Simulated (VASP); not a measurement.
# Pd in VASP: further runs

Pd is run at these levels: r2SCAN; tasks: electric field gradients.

Program: VASP 6.6.1. These are calculated values, not measurements. Logs are shortened: lines on timing, memory, paths and dates and some standing lists are left out, and cuts for length are marked.

## (1) The cell of the first run

Symmetry: Fd-3m, No. 227, cubic system. The conventional cell has a = 5.357 Å, b = 5.357 Å, c = 5.357 Å, α = 90.00°, β = 90.00°, γ = 90.00°. Pd (site symmetry -43m) has 4 Pd at 2.32 Å within 3.1 Å.

This isn't the form of Pd at room conditions, which is fcc.

## (2) Electric field gradients, r2SCAN

File POSCAR:

```
Pd
1.0
    0.0000000000      2.6784289448      2.6784289448
    2.6784289448      0.0000000000      2.6784289448
    2.6784289448      2.6784289448      0.0000000000
Pd
2
Direct
   -0.1250000000     -0.1250000000     -0.1250000000
    0.1250000000      0.1250000000      0.1250000000
```

File INCAR.step1:

```
  PREC = Accurate
  ENCUT = 440
  ISMEAR = -1
  SIGMA = 0.05
  LREAL = False
  LASPH = True
  NELM = 120
  NBANDS = 17
  GGA = PE
  ALGO = Normal
  EDIFF = 1E-5
  LWAVE = True
  LCHARG = False
  GGA_COMPAT = False
```

File INCAR.step2:

```
  PREC = Accurate
  ENCUT = 440
  EDIFF = 1E-8
  ISMEAR = -1
  SIGMA = 0.05
  LREAL = False
  LASPH = True
  NELM = 120
  ALGO = Normal
  ISIF = 2
  LWAVE = False
  LCHARG = False
  METAGGA = R2SCAN
  LMIXTAU = True
  LEFG = True
  NBANDS = 17
  ISTART = 1
  GGA_COMPAT = False
```

File KPOINTS:

```
Automatic mesh
0
Gamma
  10 10 10
```

Potentials or basis: VASP PAW PBE potentials, release 64 (Pd).

Launch:

```sh
cat potpaw_PBE.64/Pd/POTCAR > POTCAR
cp INCAR.step1 INCAR
mpirun -np 1 vasp_std > vasp.out
cp INCAR.step2 INCAR
mpirun -np 1 vasp_std > vasp.out
```

OUTCAR:

```text
PREC = Accurate
   ENCUT = 440
   EDIFF = 1E-8
   ISMEAR = -1
   LREAL = False
   LASPH = True
   NELM = 120
   ISIF = 2
   METAGGA = R2SCAN
   ISTART = 1

 ion  position               nearest neighbor table
   1  0.875  0.875  0.875-   2 2.32   2 2.32   2 2.32   2 2.32
   2  0.125  0.125  0.125-   1 2.32   1 2.32   1 2.32   1 2.32

  LATTYP: Found a face centered cubic cell.
 ALAT       =     5.3568578896

  Lattice vectors:

 A1 = (   0.0000000000,   2.6784289448,   2.6784289448)
 A2 = (   2.6784289448,   0.0000000000,   2.6784289448)
 A3 = (   2.6784289448,   2.6784289448,   0.0000000000)

Analysis of symmetry for initial positions (statically):
=====================================================================
 Subroutine PRICEL returns:
 Original cell was already a primitive cell.

 Routine SETGRP: Setting up the symmetry group for a
 face centered cubic supercell.

 Subroutine GETGRP returns: Found 48 space group operations
 (whereof 12 operations were pure point group operations)
 out of a pool of 48 trial point group operations.

The static configuration has the point symmetry D_3d.
 The point group associated with its full space group is O_h .

Analysis of symmetry for dynamics (positions and initial velocities):
=====================================================================
 Subroutine PRICEL returns:
 Original cell was already a primitive cell.

 Routine SETGRP: Setting up the symmetry group for a
 face centered cubic supercell.

 Subroutine GETGRP returns: Found 48 space group operations
 (whereof 12 operations were pure point group operations)
 out of a pool of 48 trial point group operations.

The dynamic configuration has the point symmetry D_3d.
 The point group associated with its full space group is O_h .

 Subroutine INISYM returns: Found 48 space group operations
 (whereof 12 operations are pure point group operations),
 and found     1 'primitive' translations

----------------------------------------------------------------------------------------

                                     Primitive cell

  volume of cell :      38.4300

  direct lattice vectors                    reciprocal lattice vectors
     0.000000000  2.678428945  2.678428945    -0.186676597  0.186676597  0.186676597
     2.678428945  0.000000000  2.678428945     0.186676597 -0.186676597  0.186676597
     2.678428945  2.678428945  0.000000000     0.186676597  0.186676597 -0.186676597

  length of vectors
     3.787870540  3.787870540  3.787870540     0.323333350  0.323333350  0.323333350

  position of ions in fractional coordinates (direct lattice)
     0.875000000  0.875000000  0.875000000
     0.125000000  0.125000000  0.125000000

  ion indices of the primitive-cell ions
   primitive index   ion index
                 1           1
                 2           2

----------------------------------------------------------------------------------------

 KPOINTS: Automatic mesh

Automatic generation of k-mesh.
 Grid dimensions read from file:
 generate k-points for:   10   10   10

 Generating k-lattice:

  Cartesian coordinates                     Fractional coordinates (reciprocal lattice)
    -0.018667660  0.018667660  0.018667660     0.100000000  0.000000000  0.000000000
     0.018667660 -0.018667660  0.018667660     0.000000000  0.100000000  0.000000000
     0.018667660  0.018667660 -0.018667660     0.000000000  0.000000000  0.100000000

  Length of vectors
     0.032333335  0.032333335  0.032333335

  Shift w.r.t. Gamma in fractional coordinates (k-lattice)
     0.000000000  0.000000000  0.000000000

 Subroutine IBZKPT returns following result:
 ===========================================

 Found     47 irreducible k-points:

 Following reciprocal coordinates:
            Coordinates               Weight
  0.000000  0.000000  0.000000      1.000000
  0.100000  0.000000  0.000000      8.000000
  0.200000  0.000000  0.000000      8.000000
  0.300000  0.000000  0.000000      8.000000
  0.400000  0.000000  0.000000      8.000000
  0.500000  0.000000  0.000000      4.000000
[... 16 lines left out ...]
  0.300000  0.300000  0.000000      6.000000
  0.400000  0.300000  0.000000     24.000000
 [... further k-points ...]
   k-points           NKPTS =     47   k-points in BZ     NKDIM =     47   number of bands    NBANDS=     17
   number of dos      NEDOS =    301   number of ions     NIONS =      2
   total plane-waves  NPLWV =  21952
   dimension x,y,z NGX =    28 NGY =   28 NGZ =   28
   dimension x,y,z NGXF=    56 NGYF=   56 NGZF=   56
   ions per type =               2
   NGX,Y,Z   is equivalent  to a cutoff of  12.29, 12.29, 12.29 a.u.
   NGXF,Y,Z  is equivalent  to a cutoff of  24.58, 24.58, 24.58 a.u.
 SYSTEM =  unknown system
   PREC   = accura    normal or accurate (medium, high low for compatibility)
   ISTART =      1    job   : 0-new  1-cont  2-samecut
   ICHARG =      0    charge: 1-file 2-atom 10-const
   ISPIN  =      1    spin polarized calculation?
   LNONCOLLINEAR =      F non collinear calculations
   LSORBIT =      F    spin-orbit coupling
   LASPH  =      T    aspherical Exc in radial PAW
   ENCUT  =  440.0 eV  32.34 Ry    5.69 a.u.   6.48  6.48  6.48*2*pi/ulx,y,z
   NELM   =    120;   NELMIN=  2; NELMDL=  0     # of ELM steps
   EDIFF  = 0.1E-07   stopping-criterion for ELM
   LREAL  =      F    real-space projection
   EDIFFG = 0.1E-06   stopping-criterion for IOM
   NSW    =      0    number of steps for IOM
   IBRION =     -1    ionic relax: 0-MD 1-quasi-New 2-CG
   NFREE  =      0    steps in history (QN), initial steepest desc. (CG)
   ISIF   =      2    stress and relaxation
   ISYM   =      2    0-nonsym 1-usesym 2-fastsym
   POTIM  = 0.5000    time-step for ionic-motion
   TEBEG  =    0.0;   TEEND  =   0.0 temperature during run
   PSTRESS=    0.0 pullay stress
   NELECT =      20.0000    total number of electrons
   NUPDOWN=      -1.0000    fix difference up-down
   EMIN   =  10.00;   EMAX   =-10.00  energy-range for DOS
   EFERMI =   0.00;   METHOD = LEGACY
   ISMEAR =    -1;   SIGMA  =   0.05  broadening in eV -4-tet -1-fermi 0-gaus
   EFERMI_NEDOS =   21; number of points for ismear=-14 and -15
   IALGO  =     38    algorithm
   IMIX   =      4    mixing-type and parameters
     AMIX     =   0.40;   BMIX     =  1.00
     AMIX_MAG =   1.60;   BMIX_MAG =  1.00
  volume/ion in A,a.u.               =      19.21       129.67
  Fermi-wavevector in a.u.,A,eV,Ry     =   1.316825  2.488438 23.592881  1.734028
  Thomas-Fermi vector in A             =   2.446910
   LORBIT       =      0    0 simple, 1 ext, 2 COOP (PROOUT), +10 PAW based schemes
   METAGGA = R2SCAN    functional components
   LHFCALC =     F    Hartree Fock is set to
   AEXX    =    0.0000 exact exchange contribution
   IVDW    =     0    specifies the selected vdW correction
   LEPSILON=     F    determine dielectric tensor
   LRPA    =     F    only Hartree local field effects (RPA)
 non-spin polarized calculation
  energy-cutoff  :      440.00
  volume of cell :       38.43
 maximum number of plane-waves:       822
 NGX is ok and might be reduce to    28
   NGX = 13   NGY = 13   NGZ = 13

 number of electron      20.0000010 magnetization

 Free energy of the ion-electron system (eV)
  ---------------------------------------------------
  ext. energy  EPLUGINS =         0.00000000
  ---------------------------------------------------
  free energy    TOTEN  =       -42.90391460 eV

  energy without entropy =      -42.85616707  energy(sigma->0) =      -42.88004083

 E-fermi :   6.6688     XC(G=0): -11.9822

 val. band max:        6.6569624935   @ k =  -0.3000   0.3000   0.0000
 cond. band min:       6.6854644981   @ k =   0.5000   0.2000   0.1000
 fundamental gap:      0.0285020046
 Fermi energy:         6.6688477223

 k-point     1 :       0.0000    0.0000    0.0000
  band No.  band energies     occupation
      1       0.7363      2.00000
      2       1.7545      2.00000
      3       1.7545      2.00000
      4       2.1028      2.00000
      5       2.1028      2.00000
      6       2.1028      2.00000
[... 9 lines left out ...]
     16      20.9240      0.00000
     17      21.1216      0.00000

 k-point     2 :       0.1000    0.0000    0.0000
  band No.  band energies     occupation
      1       0.9178      2.00000
      2       1.6529      2.00000
      3       1.6529      2.00000
      4       2.1071      2.00000
      5       2.2575      2.00000
      6       2.2575      2.00000
[... 9 lines left out ...]
     16      21.4848      0.00000
     17      21.8418      0.00000

 k-point     3 :       0.2000    0.0000    0.0000
  band No.  band energies     occupation
      1       1.3829      2.00000
      2       1.5652      2.00000
      3       1.5652      2.00000
      4       2.1686      2.00000
      5       2.4504      2.00000
      6       2.4504      2.00000
[... 9 lines left out ...]
     16      21.9161      0.00000
     17      21.9161      0.00000

 k-point     4 :       0.3000    0.0000    0.0000
  band No.  band energies     occupation
      1       1.5942      2.00000
      2       1.5942      2.00000
      3       1.7707      2.00000
      4       2.4513      2.00000
      5       2.4676      2.00000
      6       2.4676      2.00000
[... 9 lines left out ...]
     16      21.5454      0.00000
     17      21.5454      0.00000
[... 343 lines left out ...]
      1       1.3363      2.00000
      2       1.5690      2.00000
      3       1.9939      2.00000
      4       2.3640      2.00000
      5       2.5582      2.00000
      6       3.0262      2.00000
[... 9 lines left out ...]
     16      22.0707      0.00000
     17      22.2906      0.00000

 k-point    23 :       0.3000    0.3000    0.0000
  band No.  band energies     occupation
      1       1.0531      2.00000
      2       1.9994      2.00000
      3       1.9994      2.00000
      4       2.6373      2.00000
      5       2.6587      2.00000
      6       2.8048      2.00000
[... 9 lines left out ...]
     16      18.5406      0.00000
     17      25.1982      0.00000

 k-point    24 :       0.4000    0.3000    0.0000
  band No.  band energies     occupation
      1       1.0702      2.00000
      2       1.8205      2.00000
      3       1.9501      2.00000
      4       2.5649      2.00000
      5       2.8891      2.00000
      6       3.3293      2.00000
[... 9 lines left out ...]
     16      19.0656      0.00000
     17      25.6178      0.00000

 [... further k-points ...]

------------------------ aborting loop because EDIFF is reached ----------------------------------------

  FORCE on cell =-STRESS in cart. coord.  units (eV):
  Direction    XX          YY          ZZ          XY          YZ          ZX
  --------------------------------------------------------------------------------------
  -------------------------------------------------------------------------------------
  Total        6.5432593      6.5432593      6.5432593      0.0000000      0.0000000     -0.0000000
  in kB      272.7936974    272.7936974    272.7936974      0.0000000      0.0000000     -0.0000000
  external PRESSURE =     272.7936974 kB  Pullay stress =       0.0000000 kB

 VOLUME and BASIS-vectors are now :
 -----------------------------------------------------------------------------
  energy-cutoff  :      440.00
  volume of cell :       38.43
      direct lattice vectors                 reciprocal lattice vectors
     0.000000000  2.678428945  2.678428945    -0.186676597  0.186676597  0.186676597
     2.678428945  0.000000000  2.678428945     0.186676597 -0.186676597  0.186676597
     2.678428945  2.678428945  0.000000000     0.186676597  0.186676597 -0.186676597

 POSITION                                       TOTAL-FORCE (eV/Angst)
 -----------------------------------------------------------------------------------
      4.68725      4.68725      4.68725        -0.000000     -0.000000     -0.000000
      0.66961      0.66961      0.66961         0.000000      0.000000      0.000000
 -----------------------------------------------------------------------------------
    total drift:                                0.000000     -0.000000     -0.000000

  FREE ENERGIE OF THE ION-ELECTRON SYSTEM (eV)
  ---------------------------------------------------
  free  energy   TOTEN  =       -42.9039145975 eV

  energy  without entropy=      -42.8561670682  energy(sigma->0) =      -42.88004083

 Electric field gradients (V/A^2)
---------------------------------------------------------------------
 ion       V_xx      V_yy      V_zz      V_xy      V_xz      V_yz
---------------------------------------------------------------------
   1      -0.000    -0.000    -0.000     0.001     0.001     0.001
   2      -0.000    -0.000    -0.000     0.001     0.001     0.001
---------------------------------------------------------------------

 Electric field gradients after diagonalization (V/A^2)
 (convention: |V_zz| > |V_xx| > |V_yy|)
----------------------------------------------------------------------
 ion       V_xx      V_yy      V_zz     asymmetry (V_yy - V_xx)/ V_zz
----------------------------------------------------------------------
   1      -0.001    -0.001     0.002       0.000
   2      -0.001    -0.001     0.002       0.000
----------------------------------------------------------------------

           NMR quadrupolar parameters

 Cq : quadrupolar parameter    Cq=e*Q*V_zz/h
 eta: asymmetry parameters     (V_yy - V_xx)/ V_zz
 Q  : nuclear electric quadrupole moment in mb (millibarn)
----------------------------------------------------------------------
 ion       Cq(MHz)       eta       Q (mb)
----------------------------------------------------------------------
   1       0.000       0.000       1.000
   2       0.000       0.000       1.000
----------------------------------------------------------------------
```

Wall time 2.9 min (1 thread of Intel Xeon 8259CL, shared host); peak memory 0.17 GiB.

What came out:

| Property | Result |
| --- | --- |
| Free energy | -42.9039 eV |
| Pressure | 27.3 GPa |
| Band gap on the k mesh | zero (bands 10 and 11 overlap by 0.57 eV) |
| Largest electric field gradient by atom | zero within the noise of the run |

Caveat: the cell stands under pressure; the PAW data sets were made with another functional, which shifts forces and pressure a little.

[end of part 1 of 2]
